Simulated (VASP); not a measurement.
# Co (P6_3/mmc) in VASP: single point with PBE

Aim: the single point of Co with PBE.

All numbers are computed with VASP 6.6.1; they aren't measurements. Logs are shortened: lines on timing, memory, paths and dates and some standing lists are left out, and cuts for length are marked.

**1. The cell of the first run**

Symmetry: P6_3/mmc, No. 194, hexagonal system. The conventional cell has a = 2.507 Å, b = 2.507 Å, c = 4.070 Å, α = 90.00°, β = 90.00°, γ = 120.00°. Within 3.3 Å of Co (site symmetry -6m2) lie 12 Co at 2.50 to 2.51 Å.

**2. Single point, PBE, collinear spin, ferrimagnetic start**

INCAR

```
  PREC = Accurate
  ENCUT = 520
  EDIFF = 1E-6
  ISMEAR = -1
  SIGMA = 0.08
  LREAL = F
  LASPH = T
  NELM = 150
  ALGO = Normal
  ISIF = 2
  LWAVE = F
  LCHARG = T
  ISPIN = 2
  MAGMOM = 1.7 1.7 1.7 -1.7
  LORBIT = 11
  LMAXMIX = 4
  GGA = PE
  LELF = T
  LVHAR = T
  NBANDS = 30
```

KPOINTS

```
Automatic mesh
0
Gamma
  12 12 12
```

POSCAR

```
Co
1.0
    2.5074000000      0.0000000000      0.0000000000
    0.0000000000      4.3429441948      0.0000000000
    1.2537000000      2.1714720974      4.0699000000
Co
4
Direct
    0.8750000000      0.2083333334      0.2500000000
    0.3750000000      0.7083333334      0.2500000000
    0.1250000000      0.7916666666      0.7500000000
    0.6250000000      0.2916666666      0.7500000000
```

Potentials or basis: VASP PAW PBE potentials, release 64 (Co).

Launch:

```
> cat potpaw_PBE.64/Co/POTCAR > POTCAR
> mpirun -np 1 vasp_std > vasp.out
```

OUTCAR:

```text
PREC = Accurate
   ENCUT = 520
   EDIFF = 1E-6
   ISMEAR = -1
   LREAL = F
   LASPH = T
   NELM = 150
   ISIF = 2
   ISPIN = 2
   LORBIT = 11
   GGA = PE

 ion  position               nearest neighbor table
   1  0.875  0.208  0.250-   3 2.50   4 2.50   3 2.50   4 2.50   4 2.50   3 2.50   2 2.51   2 2.51
                             2 2.51   2 2.51
   2  0.375  0.708  0.250-   4 2.50   3 2.50   3 2.50   4 2.50   3 2.50   4 2.50   1 2.51   1 2.51
                             1 2.51   1 2.51
   3  0.125  0.792  0.750-   2 2.50   1 2.50   1 2.50   1 2.50   2 2.50   2 2.50   4 2.51   4 2.51
                             4 2.51   4 2.51
   4  0.625  0.292  0.750-   1 2.50   2 2.50   2 2.50   2 2.50   1 2.50   1 2.50   3 2.51   3 2.51
                             3 2.51   3 2.51

  LATTYP: Found a body centered orthorhombic cell.
 ALAT       =     2.5074000000
 B/A-ratio  =     1.7320508075
 C/A-ratio  =     3.2463109197

  Lattice vectors:

 A1 = (   1.2537000000,   2.1714720974,  -4.0699000000)
 A2 = (  -1.2537000000,  -2.1714720974,  -4.0699000000)
 A3 = (  -1.2537000000,   2.1714720974,   4.0699000000)

Analysis of symmetry for initial positions (statically):
=====================================================================
 Subroutine PRICEL returns following result:

  LATTYP: Found a hexagonal cell.
 ALAT       =     2.5074000000
 C/A-ratio  =     1.6231554598

  Lattice vectors:

 A1 = (  -2.5074000000,   0.0000000000,   0.0000000000)
 A2 = (   1.2537000000,  -2.1714720974,   0.0000000000)
 A3 = (   0.0000000000,   0.0000000000,   4.0699000000)

   2 primitive cells build up your supercell.

 Routine SETGRP: Setting up the symmetry group for a
 body centered orthorhombic supercell.

 Subroutine GETGRP returns: Found  8 space group operations
 (whereof  4 operations were pure point group operations)
 out of a pool of  8 trial point group operations.

The static configuration has the point symmetry C_2h.
 The point group associated with its full space group is D_2h.

Analysis of symmetry for dynamics (positions and initial velocities):
=====================================================================
 Subroutine PRICEL returns following result:

  LATTYP: Found a hexagonal cell.
 ALAT       =     2.5074000000
 C/A-ratio  =     1.6231554598

  Lattice vectors:

 A1 = (  -2.5074000000,   0.0000000000,   0.0000000000)
 A2 = (   1.2537000000,  -2.1714720974,   0.0000000000)
 A3 = (   0.0000000000,   0.0000000000,   4.0699000000)

   2 primitive cells build up your supercell.

 Routine SETGRP: Setting up the symmetry group for a
 body centered orthorhombic supercell.

 Subroutine GETGRP returns: Found  8 space group operations
 (whereof  4 operations were pure point group operations)
 out of a pool of  8 trial point group operations.

The dynamic configuration has the point symmetry C_2h.
 The point group associated with its full space group is D_2h.

Analysis of structural, dynamic, and magnetic symmetry:
=====================================================================
 Subroutine PRICEL returns:
 Original cell was already a primitive cell.

 Routine SETGRP: Setting up the symmetry group for a
 body centered orthorhombic supercell.

 Subroutine GETGRP returns: Found  4 space group operations
 (whereof  2 operations were pure point group operations)
 out of a pool of  8 trial point group operations.

The overall configuration has the point symmetry C_1h.
 The point group associated with its full space group is C_2v.

 Subroutine INISYM returns: Found  4 space group operations
 (whereof  2 operations are pure point group operations),
 and found     1 'primitive' translations

----------------------------------------------------------------------------------------

                                     Primitive cell

  volume of cell :      44.3192

  direct lattice vectors                    reciprocal lattice vectors
     2.507400000  0.000000000  0.000000000     0.398819494  0.000000000 -0.122853141
[... 39 lines left out ...]

 Subroutine IBZKPT returns following result:
 ===========================================

 Found    280 irreducible k-points:

 Following reciprocal coordinates:
            Coordinates               Weight
  0.000000  0.000000  0.000000      1.000000
  0.083333  0.000000  0.000000      4.000000
  0.166667  0.000000  0.000000      4.000000
  0.250000  0.000000  0.000000      4.000000
  0.333333  0.000000  0.000000      4.000000
  0.416667  0.000000  0.000000      4.000000
[... 16 lines left out ...]
  0.250000  0.166667 -0.000000      8.000000
  0.333333  0.166667  0.000000      8.000000
 [... further k-points ...]
   k-points           NKPTS =    280   k-points in BZ     NKDIM =    280   number of bands    NBANDS=     30
   number of dos      NEDOS =    301   number of ions     NIONS =      4
   total plane-waves  NPLWV =  23040
   dimension x,y,z NGX =    20 NGY =   32 NGZ =   36
   dimension x,y,z NGXF=    40 NGYF=   64 NGZF=   72
   ions per type =               4
   NGX,Y,Z   is equivalent  to a cutoff of  13.26, 12.25, 12.52 a.u.
   NGXF,Y,Z  is equivalent  to a cutoff of  26.52, 24.50, 25.04 a.u.
 SYSTEM =  unknown system
   PREC   = accura    normal or accurate (medium, high low for compatibility)
   ISTART =      0    job   : 0-new  1-cont  2-samecut
   ICHARG =      2    charge: 1-file 2-atom 10-const
   ISPIN  =      2    spin polarized calculation?
   LNONCOLLINEAR =      F non collinear calculations
   LSORBIT =      F    spin-orbit coupling
   LASPH  =      T    aspherical Exc in radial PAW
   ENCUT  =  520.0 eV  38.22 Ry    6.18 a.u.   4.66  8.07  8.89*2*pi/ulx,y,z
   NELM   =    150;   NELMIN=  2; NELMDL= -5     # of ELM steps
   EDIFF  = 0.1E-05   stopping-criterion for ELM
   LREAL  =      F    real-space projection
   EDIFFG = 0.1E-04   stopping-criterion for IOM
   NSW    =      0    number of steps for IOM
   IBRION =     -1    ionic relax: 0-MD 1-quasi-New 2-CG
   NFREE  =      0    steps in history (QN), initial steepest desc. (CG)
   ISIF   =      2    stress and relaxation
   ISYM   =      2    0-nonsym 1-usesym 2-fastsym
   POTIM  = 0.5000    time-step for ionic-motion
   TEBEG  =    0.0;   TEEND  =   0.0 temperature during run
   PSTRESS=    0.0 pullay stress
   NELECT =      36.0000    total number of electrons
   NUPDOWN=      -1.0000    fix difference up-down
   EMIN   =  10.00;   EMAX   =-10.00  energy-range for DOS
   EFERMI =   0.00;   METHOD = LEGACY
   ISMEAR =    -1;   SIGMA  =   0.08  broadening in eV -4-tet -1-fermi 0-gaus
   EFERMI_NEDOS =   21; number of points for ismear=-14 and -15
   IALGO  =     38    algorithm
   IMIX   =      4    mixing-type and parameters
     AMIX     =   0.40;   BMIX     =  1.00
     AMIX_MAG =   1.60;   BMIX_MAG =  1.00
  volume/ion in A,a.u.               =      11.08        74.77
  Fermi-wavevector in a.u.,A,eV,Ry     =   1.527490  2.886538 31.745475  2.333227
  Thomas-Fermi vector in A             =   2.635379
   LORBIT       =     11    0 simple, 1 ext, 2 COOP (PROOUT), +10 PAW based schemes
   GGA     = PE    functional components
   LHFCALC =     F    Hartree Fock is set to
   AEXX    =    0.0000 exact exchange contribution
   IVDW    =     0    specifies the selected vdW correction
   LEPSILON=     F    determine dielectric tensor
   LRPA    =     F    only Hartree local field effects (RPA)
 spin polarized calculation
  energy-cutoff  :      520.00
  volume of cell :       44.32
 maximum number of plane-waves:      1212
   NGX =  9   NGY = 17   NGZ = 17

 number of electron      36.0000006 magnetization       6.5201669

 Free energy of the ion-electron system (eV)
  ---------------------------------------------------
  ext. energy  EPLUGINS =         0.00000000
  ---------------------------------------------------
  free energy    TOTEN  =       -28.16220010 eV

  energy without entropy =      -28.08194145  energy(sigma->0) =      -28.12207077

 E-fermi :   9.9588     XC(G=0): -13.2811

 val. band max:        9.9581071379   @ k =  -0.2500   0.2500   0.0833
 cond. band min:       9.9594730363   @ k =   0.1667   0.1667   0.0000
 fundamental gap:      0.0013658984
 Fermi energy:         9.9588378299

 spin component 1

 k-point     1 :       0.0000    0.0000    0.0000
  band No.  band energies     occupation
      1       1.1763      1.00000
      2       4.9239      1.00000
      3       5.0814      1.00000
      4       5.0814      1.00000
      5       6.2654      1.00000
      6       6.2655      1.00000
[... 781 lines left out ...]
     29      21.5917      0.00000
     30      22.8290      0.00000

 [... further k-points ...]

 spin component 2

 k-point     1 :       0.0000    0.0000    0.0000
  band No.  band energies     occupation
      1       1.1690      1.00000
      2       5.8730      1.00000
      3       6.1148      1.00000
      4       6.1149      1.00000
      5       7.6709      1.00000
      6       7.6711      1.00000
[... 781 lines left out ...]
     29      22.0523      0.00000
     30      23.2865      0.00000

 [... further k-points ...]

------------------------ aborting loop because EDIFF is reached ----------------------------------------

  FORCE on cell =-STRESS in cart. coord.  units (eV):
  Direction    XX          YY          ZZ          XY          YZ          ZX
  --------------------------------------------------------------------------------------
  -------------------------------------------------------------------------------------
  Total       -1.0870628     -1.1885550     -1.4196088      0.0000000      0.0000000      0.0000000
  in kB      -39.2982860    -42.9673189    -51.3201175      0.0000000      0.0000000      0.0000000
  external PRESSURE =     -44.5285742 kB  Pullay stress =       0.0000000 kB

 VOLUME and BASIS-vectors are now :
 -----------------------------------------------------------------------------
  energy-cutoff  :      520.00
  volume of cell :       44.32
      direct lattice vectors                 reciprocal lattice vectors
     2.507400000  0.000000000  0.000000000     0.398819494  0.000000000 -0.122853141
     0.000000000  4.342944195  0.000000000     0.000000000  0.230258542 -0.122853141
     1.253700000  2.171472097  4.069900000     0.000000000  0.000000000  0.245706283

 POSITION                                       TOTAL-FORCE (eV/Angst)
 -----------------------------------------------------------------------------------
      2.50740      1.44765      1.01747         0.000000     -0.000783      0.000335
      1.25370      3.61912      1.01747        -0.000000     -0.000783     -0.000335
      1.25370      5.06677      3.05242         0.000000      0.000911      0.000000
      2.50740      2.89530      3.05242         0.000000      0.000655      0.000000
 -----------------------------------------------------------------------------------
    total drift:                               -0.000000     -0.000009      0.000000

  FREE ENERGIE OF THE ION-ELECTRON SYSTEM (eV)
  ---------------------------------------------------
  free  energy   TOTEN  =       -28.1622001003 eV

  energy  without entropy=      -28.0819414488  energy(sigma->0) =      -28.12207077

 total charge

# of ion       s       p       d       tot
------------------------------------------
    1        0.480   0.504   7.249   8.233
    2        0.480   0.504   7.249   8.233
    3        0.480   0.504   7.249   8.233
    4        0.480   0.504   7.248   8.232
--------------------------------------------------
tot          1.921   2.015  28.994  32.930

 magnetization (x)

# of ion       s       p       d       tot
------------------------------------------
    1       -0.014  -0.053   1.721   1.653
    2       -0.014  -0.053   1.721   1.653
    3       -0.014  -0.053   1.721   1.653
    4       -0.014  -0.053   1.722   1.654
--------------------------------------------------
tot         -0.057  -0.213   6.884   6.614
```

Run time: 8.7 min. Hardware: 1 thread of AMD EPYC 9R45 (Zen 5), shared host; peak memory 0.52 GiB.

What came out:

- Free energy: -28.1622 eV
- Pressure: -4.5 GPa
- Net moment: 6.52 μB per cell
- Site moments: Co +1.65 μB
- Valence electrons inside the program's atomic spheres: Co 8.23
